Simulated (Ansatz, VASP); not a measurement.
## SrCo2 in VASP and in Ansatz

```
CELL_PARAMETERS angstrom
3.75138 0.00000 0.00000
-1.87569 3.24879 0.00000
0.00000 0.00000 4.05049
ATOMIC_POSITIONS crystal
Sr 0.00000 0.00000 0.00000
Co 0.33333 0.66667 0.50000
Co 0.66667 0.33333 0.50000
```

Alike in both runs: task relaxation of cell and atoms; functional PBE; k mesh 6 × 6 × 4; occupations gaussian, width 0.1 eV; collinear spin.

|  | VASP | Ansatz |
| --- | --- | --- |
| version | VASP 6.6.1 | Ansatz 0.2.0 |
| potentials or method | VASP PAW PBE potentials, release 64 (Sr_sv, Co), cutoff 600 eV | scalar-relativistic, plane waves, PAW |
| valence electrons in the cell | 28 | 44 |

VASP gave:

- gap on the k mesh at the Fermi level, each at its own relaxed structure (eV): none
- net moment per atom (μB): 0.70
- size of the moment on the site where the two differ most (μB): 1.25
- relaxed volume (Å³/atom): 20.48
- relaxed cell length with the largest relative difference (Å): 4.720

Question: Which values does Ansatz return?

Answer: gap on the k mesh at the Fermi level, each at its own relaxed structure (eV): none; net moment per atom (μB): 0.70; size of the moment on the site where the two differ most (μB): 1.28; relaxed volume (Å³/atom): 20.50; relaxed cell length with the largest relative difference (Å): 4.740.

Site moments also hang on the region over which each program counts them. A gap of «none» marks a metal or a gap that the smearing closes. VASP's potentials hold 28 valence electrons a cell and Ansatz's 44, so a difference there can come from the potentials and not from the codes.

The k mesh is coarse, so the values compare programs but aren't converged. Noted on VASP's run: the volume moved by over 15 % at a fixed basis, so the end points are rough.
